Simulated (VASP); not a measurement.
## InSe: single point with PBE

The system is InSe.

```
In Se
1.0
     2.06485    1.19214    7.30097
    -2.06485    1.19214    7.30097
     0.00000   -2.38428    7.30097
In Se
2 2
Cartesian
  0.0000 0.0000 0.0000
  0.0000 0.0000 10.9514
  0.0000 0.0000 5.2071
  0.0000 0.0000 16.6958
```

```
Program                : VASP 6.6.1
Task                   : single point
Functional             : PBE
Potentials or basis    : VASP PAW PBE potentials, release 64 (In_d, Se)
Cutoff                 : 520 eV
k mesh                 : 12 × 12 × 12
Occupations            : gaussian, width 0.1 eV
Spin                   : no spin polarisation
Dipole correction      : no
Further INCAR settings : ALGO = Normal; EDIFF = 1e-07; NBANDS = 27
```

```
Pressure               : 0.0 GPa
Largest force          : 0.003 eV/Å
Band gap on the k mesh : zero (bands 19 and 20 overlap by 0.78 eV)
```

Forces in eV/Å, atoms in the order of the input:
```
In   0.000  0.000  0.000
In   0.000  0.000  0.000
Se   0.000  0.000  0.003
Se   0.000  0.000 -0.003
```

Levels at points of the mesh, in eV from the Fermi level:
```tsv
k point	band 16	band 17	band 18	band 19	band 20	band 21	band 22	band 23
(0.00, 0.00, 0.00)	-1.76	-1.76	-1.51	-1.51	1.47	2.19	3.28	3.28
(0.50, 0.00, 0.00)	-3.11	-2.93	-1.98	-1.19	-0.49	2.73	3.50	4.27
(0.50, 0.50, 0.00)	-3.31	-3.15	-1.73	-1.56	0.72	1.89	2.52	2.96
(0.50, 0.50, 0.50)	-1.71	-1.58	-1.58	0.04	0.30	2.63	4.10	4.10
```

It took 30 min on 1 thread of Intel(R) Xeon(R) Platinum 8259CL CPU @ 2.50GHz (Skylake/Cascade Lake), on a shared host, peak memory 0.82 GiB.

Caveat: spin-orbit coupling is left out, which moves the levels of the heavy elements.
